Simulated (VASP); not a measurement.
# Ca (Fm-3m) in VASP: further runs

The runs below take Ca through single point, with PBE.

Everything below comes from runs of VASP 6.6.1. Logs are shortened: lines on timing, memory, paths and dates and some standing lists are left out, and cuts for length are marked.

## 1. The cell of the first run

The structure is cubic, space group Fm-3m (No. 225). Conventional cell: a = 5.042 Å, b = 5.042 Å, c = 5.042 Å, α = 90.00°, β = 90.00°, γ = 90.00°. Within 4.7 Å of Ca (site symmetry m-3m) lie 12 Ca at 3.57 Å.

## 2. Single point, PBE (volume scaled by 0.76)

INCAR

```
  ALGO = Normal
  EDIFF = 1E-6
  ENCUT = 520
  GGA = PE
  ISIF = 2
  ISMEAR = -1
  LASPH = T
  LCHARG = F
  LREAL = F
  LWAVE = F
  NBANDS = 11
  NELM = 60
  PREC = Accurate
  SIGMA = 0.08
```

KPOINTS

```
k-points
0
Gamma
  12 12 12
```

POSCAR

```
Ca
1.0
    0.0000000000      2.5211926412      2.5211926412
    2.5211926412      0.0000000000      2.5211926412
    2.5211926412      2.5211926412      0.0000000000
Ca
1
Direct
    0.0000000000      0.0000000000      0.0000000000
```

Potentials or basis: VASP PAW PBE potentials, release 64 (Ca_sv).

Run with:

```bash
$ cat potpaw_PBE.64/Ca_sv/POTCAR > POTCAR
$ mpirun -np 1 vasp_std > vasp.out
```

OUTCAR:

```text
EDIFF = 1E-6
   ENCUT = 520
   GGA = PE
   ISIF = 2
   ISMEAR = -1
   LASPH = T
   LREAL = F
   NELM = 60
   PREC = Accurate

 ion  position               nearest neighbor table
   1  0.000  0.000  0.000-

  LATTYP: Found a face centered cubic cell.
 ALAT       =     5.0423852824

  Lattice vectors:

 A1 = (   0.0000000000,   2.5211926412,   2.5211926412)
 A2 = (   2.5211926412,   0.0000000000,   2.5211926412)
 A3 = (   2.5211926412,   2.5211926412,   0.0000000000)

Analysis of symmetry for initial positions (statically):
=====================================================================
 Subroutine PRICEL returns:
 Original cell was already a primitive cell.

 Routine SETGRP: Setting up the symmetry group for a
 face centered cubic supercell.

 Subroutine GETGRP returns: Found 48 space group operations
 (whereof 48 operations were pure point group operations)
 out of a pool of 48 trial point group operations.

The static configuration has the point symmetry O_h .

Analysis of symmetry for dynamics (positions and initial velocities):
=====================================================================
 Subroutine PRICEL returns:
 Original cell was already a primitive cell.

 Routine SETGRP: Setting up the symmetry group for a
 face centered cubic supercell.

 Subroutine GETGRP returns: Found 48 space group operations
 (whereof 48 operations were pure point group operations)
 out of a pool of 48 trial point group operations.

The dynamic configuration has the point symmetry O_h .

 Subroutine INISYM returns: Found 48 space group operations
 (whereof 48 operations are pure point group operations),
 and found     1 'primitive' translations

----------------------------------------------------------------------------------------

                                     Primitive cell

  volume of cell :      32.0515

  direct lattice vectors                    reciprocal lattice vectors
     0.000000000  2.521192641  2.521192641    -0.198318840  0.198318840  0.198318840
     2.521192641  0.000000000  2.521192641     0.198318840 -0.198318840  0.198318840
     2.521192641  2.521192641  0.000000000     0.198318840  0.198318840 -0.198318840

  length of vectors
     3.565504827  3.565504827  3.565504827     0.343498307  0.343498307  0.343498307

  position of ions in fractional coordinates (direct lattice)
     0.000000000  0.000000000  0.000000000

  ion indices of the primitive-cell ions
   primitive index   ion index
                 1           1

----------------------------------------------------------------------------------------

 KPOINTS: k-points

Automatic generation of k-mesh.
 Grid dimensions read from file:
 generate k-points for:   12   12   12

 Generating k-lattice:

  Cartesian coordinates                     Fractional coordinates (reciprocal lattice)
    -0.016526570  0.016526570  0.016526570     0.083333333  0.000000000  0.000000000
     0.016526570 -0.016526570  0.016526570     0.000000000  0.083333333  0.000000000
     0.016526570  0.016526570 -0.016526570     0.000000000  0.000000000  0.083333333

  Length of vectors
     0.028624859  0.028624859  0.028624859

  Shift w.r.t. Gamma in fractional coordinates (k-lattice)
     0.000000000  0.000000000  0.000000000

 Subroutine IBZKPT returns following result:
 ===========================================

 Found     72 irreducible k-points:

 Following reciprocal coordinates:
            Coordinates               Weight
  0.000000  0.000000  0.000000      1.000000
  0.083333  0.000000  0.000000      8.000000
  0.166667  0.000000  0.000000      8.000000
  0.250000  0.000000  0.000000      8.000000
  0.333333  0.000000  0.000000      8.000000
  0.416667  0.000000  0.000000      8.000000
[... 16 lines left out ...]
  0.500000  0.166667  0.000000     24.000000
 -0.416667  0.166667  0.000000     24.000000
 [... further k-points ...]
   k-points           NKPTS =     72   k-points in BZ     NKDIM =     72   number of bands    NBANDS=     11
   number of dos      NEDOS =    301   number of ions     NIONS =      1
   total plane-waves  NPLWV =  21952
   dimension x,y,z NGX =    28 NGY =   28 NGZ =   28
   dimension x,y,z NGXF=    56 NGYF=   56 NGZF=   56
   ions per type =               1
   NGX,Y,Z   is equivalent  to a cutoff of  13.06, 13.06, 13.06 a.u.
   NGXF,Y,Z  is equivalent  to a cutoff of  26.11, 26.11, 26.11 a.u.
 SYSTEM =  unknown system
   PREC   = accura    normal or accurate (medium, high low for compatibility)
   ISTART =      0    job   : 0-new  1-cont  2-samecut
   ICHARG =      2    charge: 1-file 2-atom 10-const
   ISPIN  =      1    spin polarized calculation?
   LNONCOLLINEAR =      F non collinear calculations
   LSORBIT =      F    spin-orbit coupling
   LASPH  =      T    aspherical Exc in radial PAW
   ENCUT  =  520.0 eV  38.22 Ry    6.18 a.u.   6.63  6.63  6.63*2*pi/ulx,y,z
   NELM   =     60;   NELMIN=  2; NELMDL= -5     # of ELM steps
   EDIFF  = 0.1E-05   stopping-criterion for ELM
   LREAL  =      F    real-space projection
   EDIFFG = 0.1E-04   stopping-criterion for IOM
   NSW    =      0    number of steps for IOM
   IBRION =     -1    ionic relax: 0-MD 1-quasi-New 2-CG
   NFREE  =      0    steps in history (QN), initial steepest desc. (CG)
   ISIF   =      2    stress and relaxation
   ISYM   =      2    0-nonsym 1-usesym 2-fastsym
   POTIM  = 0.5000    time-step for ionic-motion
   TEBEG  =    0.0;   TEEND  =   0.0 temperature during run
   PSTRESS=    0.0 pullay stress
   NELECT =      10.0000    total number of electrons
   NUPDOWN=      -1.0000    fix difference up-down
   EMIN   =  10.00;   EMAX   =-10.00  energy-range for DOS
   EFERMI =   0.00;   METHOD = LEGACY
   ISMEAR =    -1;   SIGMA  =   0.08  broadening in eV -4-tet -1-fermi 0-gaus
   EFERMI_NEDOS =   21; number of points for ismear=-14 and -15
   IALGO  =     38    algorithm
   IMIX   =      4    mixing-type and parameters
     AMIX     =   0.40;   BMIX     =  1.00
     AMIX_MAG =   1.60;   BMIX_MAG =  1.00
  volume/ion in A,a.u.               =      32.05       216.29
  Fermi-wavevector in a.u.,A,eV,Ry     =   1.110347  2.098252 16.774227  1.232871
  Thomas-Fermi vector in A             =   2.246898
   LORBIT       =      0    0 simple, 1 ext, 2 COOP (PROOUT), +10 PAW based schemes
   GGA     = PE    functional components
   LHFCALC =     F    Hartree Fock is set to
   AEXX    =    0.0000 exact exchange contribution
   IVDW    =     0    specifies the selected vdW correction
   LEPSILON=     F    determine dielectric tensor
   LRPA    =     F    only Hartree local field effects (RPA)
 non-spin polarized calculation
  energy-cutoff  :      520.00
  volume of cell :       32.05
 maximum number of plane-waves:       883
   NGX = 13   NGY = 13   NGZ = 13

 number of electron      10.0000000 magnetization

 Free energy of the ion-electron system (eV)
  ---------------------------------------------------
  ext. energy  EPLUGINS =         0.00000000
  ---------------------------------------------------
  free energy    TOTEN  =        -1.74731065 eV

  energy without entropy =       -1.72636832  energy(sigma->0) =       -1.73683949

 E-fermi :   3.2099     XC(G=0):  -8.6368

 val. band max:        3.1908945731   @ k =  -0.4167   0.2500   0.0000
 cond. band min:       3.2872171959   @ k =  -0.4167   0.1667   0.0833
 fundamental gap:      0.0963226228
 Fermi energy:         3.2099311654

 k-point     1 :       0.0000    0.0000    0.0000
  band No.  band energies     occupation
      1     -38.2317      2.00000
      2     -19.0754      2.00000
      3     -19.0754      2.00000
      4     -19.0754      2.00000
      5      -1.3016      2.00000
      6       5.8681      0.00000
      7       5.8681      0.00000
      8       5.8681      0.00000
      9       7.3348      0.00000
     10       7.3348      0.00000
     11      13.5746      0.00000

 k-point     2 :       0.0833    0.0000    0.0000
  band No.  band energies     occupation
      1     -38.2285      2.00000
      2     -19.1007      2.00000
      3     -19.0786      2.00000
      4     -19.0786      2.00000
      5      -1.1500      2.00000
      6       5.6984      0.00000
      7       5.9295      0.00000
      8       5.9295      0.00000
      9       7.2769      0.00000
     10       7.2769      0.00000
     11      13.8219      0.00000

 k-point     3 :       0.1667    0.0000    0.0000
  band No.  band energies     occupation
      1     -38.2198      2.00000
      2     -19.1693      2.00000
      3     -19.0872      2.00000
      4     -19.0872      2.00000
      5      -0.7110      2.00000
      6       5.2728      0.00000
      7       6.0486      0.00000
      8       6.0486      0.00000
      9       7.1995      0.00000
     10       7.1995      0.00000
     11      13.8745      0.00000

 k-point     4 :       0.2500    0.0000    0.0000
  band No.  band energies     occupation
      1     -38.2079      2.00000
      2     -19.2613      2.00000
      3     -19.0990      2.00000
      4     -19.0990      2.00000
      5      -0.0340      2.00000
      6       4.7405      0.00000
      7       6.0452      0.00000
      8       6.0452      0.00000
      9       7.3371      0.00000
     10       7.3371      0.00000
     11      12.5214      0.00000

 k-point     5 :       0.3333    0.0000    0.0000
  band No.  band energies     occupation
      1     -38.1960      2.00000
      2     -19.3516      2.00000
      3     -19.1107      2.00000
      4     -19.1107      2.00000
      5       0.7931      2.00000
      6       4.1956      0.00001
      7       5.8972      0.00000
      8       5.8972      0.00000
      9       7.7200      0.00000
     10       7.7200      0.00000
     11      11.3549      0.00000
[... 211 lines left out ...]
 k-point    21 :       0.3333    0.1667    0.0000
  band No.  band energies     occupation
      1     -38.1961      2.00000
      2     -19.2995      2.00000
      3     -19.1370      2.00000
      4     -19.1355      2.00000
      5       0.6756      2.00000
      6       4.3716      0.00000
      7       5.5286      0.00000
      8       6.3850      0.00000
      9       7.1511      0.00000
     10       7.9448      0.00000
     11      12.3422      0.00000

 k-point    22 :       0.4167    0.1667    0.0000
  band No.  band energies     occupation
      1     -38.1863      2.00000
      2     -19.3641      2.00000
      3     -19.1574      2.00000
      4     -19.1429      2.00000
      5       1.4934      2.00000
      6       3.9382      0.00022
      7       5.2495      0.00000
      8       6.2592      0.00000
      9       7.7624      0.00000
     10       8.2447      0.00000
     11      11.0001      0.00000

 k-point    23 :       0.5000    0.1667    0.0000
  band No.  band energies     occupation
      1     -38.1802      2.00000
      2     -19.4024      2.00000
      3     -19.1765      2.00000
      4     -19.1429      2.00000
      5       2.2838      1.99998
      6       3.4543      0.09001
      7       5.1415      0.00000
      8       6.1324      0.00000
      9       8.3247      0.00000
     10       8.3537      0.00000
     11      10.0980      0.00000

 k-point    24 :      -0.4167    0.1667    0.0000
  band No.  band energies     occupation
      1     -38.1794      2.00000
      2     -19.4056      2.00000
      3     -19.1884      2.00000
      4     -19.1355      2.00000
      5       2.4825      1.99978
      6       3.3534      0.28518
      7       5.0985      0.00000
      8       6.0816      0.00000
      9       8.0604      0.00000
     10       8.6771      0.00000
     11      10.0400      0.00000

 [... further k-points ...]

------------------------ aborting loop because EDIFF is reached ----------------------------------------

  FORCE on cell =-STRESS in cart. coord.  units (eV):
  Direction    XX          YY          ZZ          XY          YZ          ZX
  --------------------------------------------------------------------------------------
  -------------------------------------------------------------------------------------
  Total        1.4697894      1.4697894      1.4697894      0.0000000      0.0000000      0.0000000
  in kB       73.4712823     73.4712823     73.4712823      0.0000000      0.0000000      0.0000000
  external PRESSURE =      73.4712823 kB  Pullay stress =       0.0000000 kB

 VOLUME and BASIS-vectors are now :
 -----------------------------------------------------------------------------
  energy-cutoff  :      520.00
  volume of cell :       32.05
      direct lattice vectors                 reciprocal lattice vectors
     0.000000000  2.521192641  2.521192641    -0.198318840  0.198318840  0.198318840
     2.521192641  0.000000000  2.521192641     0.198318840 -0.198318840  0.198318840
     2.521192641  2.521192641  0.000000000     0.198318840  0.198318840 -0.198318840

 POSITION                                       TOTAL-FORCE (eV/Angst)
 -----------------------------------------------------------------------------------
      0.00000      0.00000      0.00000        -0.000000     -0.000000     -0.000000
 -----------------------------------------------------------------------------------
    total drift:                               -0.000000     -0.000000     -0.000000

  FREE ENERGIE OF THE ION-ELECTRON SYSTEM (eV)
  ---------------------------------------------------
  free  energy   TOTEN  =        -1.7473106546 eV

  energy  without entropy=       -1.7263683170  energy(sigma->0) =       -1.73683949
```

Run time: 37 s. Hardware: 1 thread of Intel Xeon 6975P-C, shared host; peak memory 0.17 GiB.

Results:

- Free energy: -1.7473 eV
- Pressure: 7.3 GPa

Levels at points of the mesh, in eV from the Fermi level:
```
           k point  band 2  band 3  band 4  band 5  band 6  band 7  band 8  band 9
(0.00, 0.00, 0.00)  -22.29  -22.29  -22.29   -4.51    2.66    2.66    2.66    4.12
(0.50, 0.00, 0.00)  -22.65  -22.33  -22.33   -1.15    0.16    2.49    2.49    5.08
(0.50, 0.50, 0.00)  -22.63  -22.41  -22.41   -0.83    0.33    1.62    5.07    5.34
```

## 3. Single point, PBE (volume scaled by 0.76)

INCAR

```
SYSTEM = Ca
  PREC = Accurate
  ENCUT = 520
  EDIFF = 1E-6
  ISMEAR = -1
  SIGMA = 0.08
  LREAL = .False.
  LASPH = .True.
  NELM = 60
  ALGO = Normal
  ISIF = 2
  LWAVE = .False.
  LCHARG = .False.
  GGA = PE
  NBANDS = 11
```

KPOINTS

```
regular mesh
0
Gamma
  12 12 12
  0 0 0
```

POSCAR is that of step 2.

Potentials or basis: VASP PAW PBE potentials, release 64 (Ca_sv).

Run with:

```bash
$ cat potpaw_PBE.64/Ca_sv/POTCAR > POTCAR
$ mpirun -np 1 vasp_std > vasp.out
```

Wall time 41 s (1 thread of Intel Xeon 6975P-C, shared host); peak memory 0.17 GiB.

The run converged. Its results:

```yaml
Free_energy: -1.7473 eV
Pressure: 7.3 GPa
```

Levels at points of the mesh, in eV from the Fermi level:
```csv
k point,band 3,band 4,band 5,band 6,band 7,band 8
"(0.00, 0.00, 0.00)",-22.29,-22.29,-4.51,2.66,2.66,2.66
"(0.50, 0.00, 0.00)",-22.33,-22.33,-1.15,0.16,2.49,2.49
"(0.50, 0.50, 0.00)",-22.41,-22.41,-0.83,0.33,1.62,5.07
```
